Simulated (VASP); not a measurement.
Wanted: the native input for a VASP 6.6.1 run.

```
Task                   : single point
Functional             : PBEsol
Potentials or basis    : VASP PAW PBE potentials, release 64 (Ru_pv)
Cutoff                 : 520 eV
k mesh                 : 16 × 16 × 8
Occupations            : fermi-dirac, width 0.1 eV
Spin                   : no spin polarisation
Dipole correction      : no
Further INCAR settings : ALGO = Normal; EDIFF = 1e-07; NBANDS = 21
```

The structure of Ru lies in POSCAR:

```
Ru
1.0
    2.6921595030      0.0000000000      0.0000000000
   -1.3460797515      2.3314785206      0.0000000000
    0.0000000000      0.0000000000      4.2459623370
Ru
2
Direct
    0.3333333333      0.6666666667      0.2500000000
    0.6666666667      0.3333333333      0.7500000000
```

These files were run (other wordings do the same):

INCAR

```
SYSTEM = Ru
PREC = Accurate
ENCUT = 520
EDIFF = 1E-7
ISMEAR = -1
SIGMA = 0.1
LREAL = .False.
LASPH = .True.
NELM = 80
ALGO = Normal
ISIF = 2
LWAVE = .False.
LCHARG = .False.
GGA = PS
NBANDS = 21
```

KPOINTS

```
Automatic mesh
0
Gamma
  16 16 8
  0 0 0
```

Potentials or basis: VASP PAW PBE potentials, release 64 (Ru_pv).

Run with:

```bash
$ cat potpaw_PBE.64/Ru_pv/POTCAR > POTCAR
$ mpirun -np 1 vasp_std > vasp.out
```

It gave:

```
Pressure               : -0.1 GPa
Band gap on the k mesh : zero (band 14 reaches 14.72 eV, above the bottom of band 15 at 11.43 eV)
```

Caveat: the PAW data sets were made with another functional, which shifts forces and pressure a little.

It took 33 s on 1 thread of AMD EPYC 9R14 (Zen 4) (shared host), peak memory 0.15 GiB.
